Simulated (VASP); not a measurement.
Set up this calculation in VASP 6.6.1, as the native input.

```yaml
Task: single point
Functional: r2SCAN
Potentials_or_basis: VASP PAW PBE potentials, release 64 (Ru_pv)
Cutoff: 550 eV
k_mesh: 20 × 20 × 20
Occupations: gaussian, width 0.1 eV
Spin: no spin polarisation
Dipole_correction: no
Further_INCAR_settings: ALGO = Normal; EDIFF = 1e-06; NBANDS = 13
```

Crystal: Ru.

```
CELL_PARAMETERS angstrom
-1.50928 1.50928 1.50928
1.50928 -1.50928 1.50928
1.50928 1.50928 -1.50928
ATOMIC_POSITIONS crystal
Ru 0.00000 0.00000 0.00000
```

These files were run (other wordings do the same):

POSCAR

```
Ru
1.0
   -1.5092818654      1.5092818654      1.5092818654
    1.5092818654     -1.5092818654      1.5092818654
    1.5092818654      1.5092818654     -1.5092818654
Ru
1
Direct
    0.0000000000      0.0000000000      0.0000000000
```

INCAR.step1

```
  PREC = Accurate
  ENCUT = 550
  ISMEAR = 0
  SIGMA = 0.1
  LREAL = F
  LASPH = T
  NELM = 120
  NBANDS = 13
  GGA = PE
  ALGO = Normal
  EDIFF = 1E-5
  LWAVE = T
  LCHARG = F
  GGA_COMPAT = F
```

INCAR.step2

```
  PREC = Accurate
  ENCUT = 550
  EDIFF = 1E-6
  ISMEAR = 0
  SIGMA = 0.1
  LREAL = F
  LASPH = T
  NELM = 120
  ALGO = Normal
  ISIF = 2
  LWAVE = F
  LCHARG = T
  METAGGA = R2SCAN
  LMIXTAU = T
  LELF = T
  LVHAR = T
  NBANDS = 13
  ISTART = 1
  GGA_COMPAT = F
```

KPOINTS

```
regular mesh
0
Gamma
  20 20 20
```

Potentials or basis: VASP PAW PBE potentials, release 64 (Ru_pv).

Command:

```bash
$ cat potpaw_PBE.64/Ru_pv/POTCAR > POTCAR
$ cp INCAR.step1 INCAR
$ mpirun -np 1 vasp_std > vasp.out
$ cp INCAR.step2 INCAR
$ mpirun -np 1 vasp_std > vasp.out
```

Results of the run:

* Pressure: 5.6 GPa
* Band gap on the k mesh: zero (band 7 reaches 14.55 eV, above the bottom of band 8 at 10.82 eV)

Caveat: the PAW data sets were made with another functional, which shifts forces and pressure a little.

It took 100 s on 1 thread of Intel Xeon 6975P-C, on a shared host, peak memory 0.17 GiB.
